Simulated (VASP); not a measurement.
# ScAl3N3 (Cm) in VASP: a series of runs, part 2 of 2

VASP 6.6.1. The steps go on from the part before.

### Step 3. Single point, PBE

This run uses another cell than the first one, of 13.08 Å³/atom.

Input file INCAR:

```
PREC = Accurate
ENCUT = 600
EDIFF = 1E-6
ISMEAR = 0
SIGMA = 0.1
LREAL = False
LASPH = True
NELM = 120
ALGO = Normal
ISIF = 2
LWAVE = False
LCHARG = False
GGA = PE
NBANDS = 26
GGA_COMPAT = False
```

Input file KPOINTS:

```
Automatic mesh
0
Gamma
  8 8 8
```

Input file POSCAR:

```
ScAl3N3
1.0
    3.1691706628     -3.2696406915     -0.0066320218
    3.1691706628      3.2696406915     -0.0066320218
   -3.1655475786      0.0000000000      4.4232291620
Sc Al N
1 3 3
Direct
    0.0366066072      0.0366066072      0.9696673161
    0.5160863673      0.5160863673      0.9536701348
    0.7754366683      0.2639918369      0.4521011747
    0.2639918369      0.7754366683      0.4521011747
    0.6255008759      0.1540840439      0.6921257308
    0.1540840439      0.6255008759      0.6921257308
    0.8820455805      0.8820455805      0.2161006682
```

Potentials or basis: VASP PAW PBE potentials, release 64 (Sc_sv, Al, N).

Command:

```
cat potpaw_PBE.64/Sc_sv/POTCAR potpaw_PBE.64/Al/POTCAR potpaw_PBE.64/N/POTCAR > POTCAR
mpirun -np 1 vasp_std > vasp.out
```

OUTCAR:

```text
PREC = Accurate
   ENCUT = 600
   EDIFF = 1E-6
   ISMEAR = 0
   LREAL = False
   LASPH = True
   NELM = 120
   ISIF = 2
   GGA = PE

 ion  position               nearest neighbor table
   1  0.037  0.037  0.970-   7 2.07   6 2.12   5 2.12   2 3.09   3 3.11   4 3.11   4 3.13   3 3.13
                             3 3.18   4 3.18   2 3.25   4 3.27   3 3.27   2 3.27   2 3.27
   2  0.516  0.516  0.954-   7 1.88   6 1.93   5 1.93   1 3.09   4 3.14   3 3.14   4 3.16   3 3.16
                             4 3.17   3 3.17   3 3.21   4 3.21   1 3.25   1 3.27   1 3.27
   3  0.775  0.264  0.452-   6 1.91   7 1.91   5 1.91   1 3.11   1 3.13   2 3.14   2 3.16   4 3.17
                             4 3.17   2 3.17   1 3.18   4 3.19   2 3.21   1 3.27   4 3.34
   4  0.264  0.775  0.452-   5 1.91   7 1.91   6 1.91   1 3.11   1 3.13   2 3.14   2 3.16   3 3.17
                             3 3.17   2 3.17   1 3.18   3 3.19   2 3.21   1 3.27   3 3.34
   5  0.626  0.154  0.692-   4 1.91   3 1.91   2 1.93   1 2.12
   6  0.154  0.626  0.692-   3 1.91   4 1.91   2 1.93   1 2.12
   7  0.882  0.882  0.216-   2 1.88   3 1.91   4 1.91   1 2.07

  Warning from LATTYP: Got some problem with cell dimensions!
  Tried to take original basis but could not verify dimensions!
  LATTYP: Found a base centered monoclinic cell.
 ALAT       =     6.3383552042
 B/A-ratio  =     1.0317000503
 C/A-ratio  =     0.8571177675
[... 195 lines left out ...]
 cond. band min:       7.2118733122   @ k =  -0.1250  -0.1250   0.1250
 fundamental gap:      0.0061419590
 Fermi energy:         7.2092161412

 k-point     1 :       0.0000    0.0000    0.0000
  band No.  band energies     occupation
      1     -42.6942      2.00000
      2     -21.4768      2.00000
      3     -21.3977      2.00000
      4     -21.3749      2.00000
      5      -9.5549      2.00000
      6      -7.6947      2.00000
[... 685 lines left out ...]
     25      11.3179      0.00000
     26      12.5975      0.00000

 [... further k-points ...]
[... 5 lines left out ...]
  --------------------------------------------------------------------------------------
  -------------------------------------------------------------------------------------
  Total       -0.0431982      0.0026064     -0.0194477      0.0000000      0.0000000     -0.0500007
  in kB       -0.7561567      0.0456241     -0.3404190      0.0000000      0.0000000     -0.8752309
  external PRESSURE =      -0.3503172 kB  Pullay stress =       0.0000000 kB

 VOLUME and BASIS-vectors are now :
 -----------------------------------------------------------------------------
  energy-cutoff  :      600.00
  volume of cell :       91.53
      direct lattice vectors                 reciprocal lattice vectors
     3.169170663 -3.269640691 -0.006632022     0.158006621 -0.152922002  0.113079711
     3.169170663  3.269640691 -0.006632022     0.158006621  0.152922002  0.113079711
    -3.165547579  0.000000000  4.423229162     0.000473818  0.000000000  0.226418270

 POSITION                                       TOTAL-FORCE (eV/Angst)
 -----------------------------------------------------------------------------------
     -2.83750      0.00000      4.28858         0.054001      0.000000      0.027000
      0.25224      0.00000      4.21146         0.009881      0.000000     -0.005358
      1.86298     -1.67224      1.99285        -0.000990     -0.008858      0.007919
      1.86298      1.67224      1.99285        -0.000990      0.008858      0.007919
      0.27968     -1.54136      3.05626        -0.004116      0.042748     -0.033091
      0.27968      1.54136      3.05626        -0.004116     -0.042748     -0.033091
      4.90663      0.00000      0.94416        -0.053670      0.000000      0.028702
 -----------------------------------------------------------------------------------
    total drift:                               -0.000136     -0.000000     -0.000072

  FREE ENERGIE OF THE ION-ELECTRON SYSTEM (eV)
  ---------------------------------------------------
  free  energy   TOTEN  =       -49.0876741384 eV

  energy  without entropy=      -49.0764733008  energy(sigma->0) =      -49.08207372
```

It took 3.1 min on 1 thread of Intel Xeon 6975P-C (Granite Rapids), shared host; peak memory 0.53 GiB.

What came out:

```
Free energy            : -49.0877 eV
Pressure               : 0.0 GPa
Largest force          : 0.061 eV/Å
Band gap on the k mesh : zero (an odd number of electrons rules out a gap without spin polarisation)
```

Forces in eV/Å, atoms in the order of the input:
```
Sc   0.054  0.000  0.027
Al   0.010  0.000 -0.005
Al  -0.001 -0.009  0.008
Al  -0.001  0.009  0.008
N   -0.004  0.043 -0.033
N   -0.004 -0.043 -0.033
N   -0.054  0.000  0.029
```

Caveat: an odd number of electrons without spin polarisation forces a metal; a magnetic or distorted state may lie lower.

### Step 4. Relaxation of cell and atoms, PBE

This run uses another cell than the first one, of 13.27 Å³/atom.

Input file INCAR:

```
PREC     = Accurate       # precision mode
ENCUT    = 600            # plane-wave cutoff, eV
EDIFF    = 1E-7           # SCF threshold, eV
ISMEAR   = 0              # smearing method
SIGMA    = 0.1            # smearing width, eV
LREAL    = False          # projectors in reciprocal space
LASPH    = True           # aspherical terms in the spheres
NELM     = 120            # most SCF steps
ALGO     = Normal         # electronic algorithm
ISIF     = 3              # what is computed and relaxed
LWAVE    = False          # write WAVECAR
LCHARG   = False          # write CHGCAR
GGA      = PE             # functional
IBRION   = 2              # ionic algorithm
NSW      = 100            # ionic steps
EDIFFG   = -0.01          # ionic threshold
GGA_COMPAT= False        
NELMIN   = 4
```

Input file KPOINTS:

```
regular mesh
0
Gamma
  10 10 6
```

Input file POSCAR:

```
ScAl3N3
1.0
    5.1449151752     -1.6069123797      0.0000000000
    5.1449151752      1.6069123797      0.0000000000
   -0.9130984392      0.0000000000      5.6171908140
Sc Al N
1 3 3
Direct
    0.0599446069      0.0599446069      0.6844218806
    0.3038693797      0.3038693797      0.4318708726
    0.5649282577      0.5649282577      0.1906417417
    0.8153852504      0.8153852504      0.9387799665
    0.9996457244      0.9996457244      0.0227367251
    0.2659761771      0.2659761771      0.7583280134
    0.4902505439      0.4902505439      0.4732217800
```

Command:

```
cat potpaw_PBE.64/Sc_sv/POTCAR potpaw_PBE.64/Al/POTCAR potpaw_PBE.64/N/POTCAR > POTCAR
mpirun -np 1 vasp_std > vasp.out
```

Run time: 88 min. Hardware: 1 thread of AMD EPYC 7R13 (Zen 3), shared host; peak memory 0.63 GiB.

The run converged. Its results:

```yaml
Free_energy: -49.0368 eV
Relaxed_volume: 13.28 Å³/atom
Relaxed_cell: a = 5.419 Å, b = 5.419 Å, c = 5.706 Å, α = 99.70°, β = 99.70°, γ = 34.30°
Space_group_after_relaxing_to_0.1_Å: Cm (No. 8)
Energy_gained_by_relaxing: 1.0 meV/atom
Ionic_steps: 15
Pressure_after_relaxing: 0.0 GPa
Largest_force_after_relaxing: 0.009 eV/Å
Band_gap_on_the_k_mesh: zero (an odd number of electrons rules out a gap without spin polarisation)
```

Forces in eV/Å, atoms in the order of the input:
```
Sc   0.005  0.000 -0.008
Al   0.000  0.000  0.006
Al  -0.003  0.000  0.004
Al  -0.003  0.000  0.008
N    0.002  0.000 -0.006
N   -0.002  0.000  0.001
N    0.001  0.000 -0.005
```

The path:
| step | energy change (eV) | largest force (eV/Å) | pressure (GPa) | volume (Å³) |
| --- | --- | --- | --- | --- |
| 1 | 0.0000 | 0.1007 | 0.02 | 92.88 |
| 2 | -0.0017 | 0.0732 | 0.01 | 92.90 |
| 3 | -0.0017 | 0.0873 | 0.01 | 92.90 |
| 4 | -0.0030 | 0.0684 | 0.00 | 92.93 |
| 5 | -0.0037 | 0.1315 | -0.02 | 92.97 |
| 6 | -0.0047 | 0.0803 | 0.01 | 92.98 |
| 7 | -0.0054 | 0.0868 | 0.08 | 92.99 |
| 8 | -0.0062 | 0.0433 | -0.07 | 93.08 |
| 9 | -0.0062 | 0.0451 | -0.13 | 93.12 |
| 10 | -0.0066 | 0.0226 | 0.04 | 93.01 |
| 11 | -0.0066 | 0.0225 | 0.04 | 93.00 |
| 12 | -0.0067 | 0.0146 | -0.03 | 93.02 |
| 13 | -0.0067 | 0.0130 | -0.04 | 93.03 |
| 14 | -0.0067 | 0.0100 | 0.01 | 92.98 |
| 15 | -0.0067 | 0.0095 | 0.04 | 92.96 |

Final structure:
```xyz
7
Lattice="5.1784 -1.5979 -0.0399 5.1784 1.5979 -0.0399 -0.9628 0.0000 5.6244" Properties=species:S:1:pos:R:3 pbc="T T T"
Sc   -0.0330    0.0000    3.8405
Al    2.7016    0.0000    2.3989
Al    5.6676    0.0000    1.0561
Al    7.5806    0.0000    5.2018
N     0.0026    0.0000    0.1227
N     2.0218    0.0000    4.2502
N     4.5809    0.0000    2.6160
```

Levels at points of the mesh, in eV from the Fermi level:
| k point | band 14 | band 15 | band 16 | band 17 | band 18 | band 19 | band 20 | band 21 |
| --- | --- | --- | --- | --- | --- | --- | --- | --- |
| (0.00, 0.00, 0.00) | -3.52 | -3.40 | -3.30 | -3.08 | 0.52 | 1.79 | 2.17 | 2.65 |
| (0.50, 0.00, 0.00) | -4.08 | -3.59 | -3.08 | -1.70 | -1.24 | 0.08 | 1.66 | 1.89 |
| (0.50, 0.50, 0.00) | -3.39 | -3.34 | -3.16 | -2.48 | 0.19 | 0.62 | 2.11 | 2.39 |
| (0.00, 0.00, 0.50) | -3.80 | -3.31 | -2.69 | -2.60 | -1.09 | 0.97 | 2.35 | 2.45 |
| (0.50, 0.00, 0.50) | -3.88 | -3.48 | -3.01 | -2.36 | -0.26 | 1.03 | 1.51 | 1.73 |
| (0.50, 0.50, 0.50) | -3.54 | -2.88 | -2.86 | -2.43 | -0.06 | 0.72 | 2.12 | 2.63 |

Caveat: an odd number of electrons without spin polarisation forces a metal; a magnetic or distorted state may lie lower.

### Step 5. Summary

| task | cell | k mesh | smearing | gap on the mesh (eV) | pressure (GPa) | relaxed volume (Å³/atom) | largest force (eV/Å) |
| --- | --- | --- | --- | --- | --- | --- | --- |
| relaxation of cell and atoms | relaxed from a = 5.862, b = 5.862, c = 5.895 Å, angles 98.6, 98.6, 33.4°, 7 atoms, atomic positions A | 5 × 5 × 3 | gaussian 0.2 eV | none | -0.1 | 13.27 | 0.05 |
| single point | a = 4.553, b = 4.553, c = 5.439 Å, angles 114.0, 114.0, 91.8°, 7 atoms, atomic positions B | 8 × 8 × 8 | gaussian 0.1 eV | none | 0.0 | - | 0.06 |
| relaxation of cell and atoms | relaxed from a = 5.390, b = 5.390, c = 5.691 Å, angles 98.8, 98.8, 34.7°, 7 atoms, atomic positions C | 10 × 10 × 6 | gaussian 0.1 eV | none | 0.0 | 13.28 | 0.01 |

Alike in all rows: level PBE; potentials or basis VASP PAW PBE potentials, release 64 (Sc_sv, Al, N); no spin polarisation; cutoff (eV) 600.

Caveats: some runs use coarse meshes; an odd number of electrons without spin polarisation forces a metal; a magnetic or distorted state may lie lower; the volume moved by over 15 % at a fixed basis, so the end points are rough (at least some runs); the relaxation stopped at a loose force limit of 0.08 eV/Å, so its end isn't a converged minimum (at least some runs).

Total energies depend on the potentials used, so only differences within one code and one set of settings carry meaning.

The gap in the log of VASP goes by the Fermi energy; the results here count the filled bands.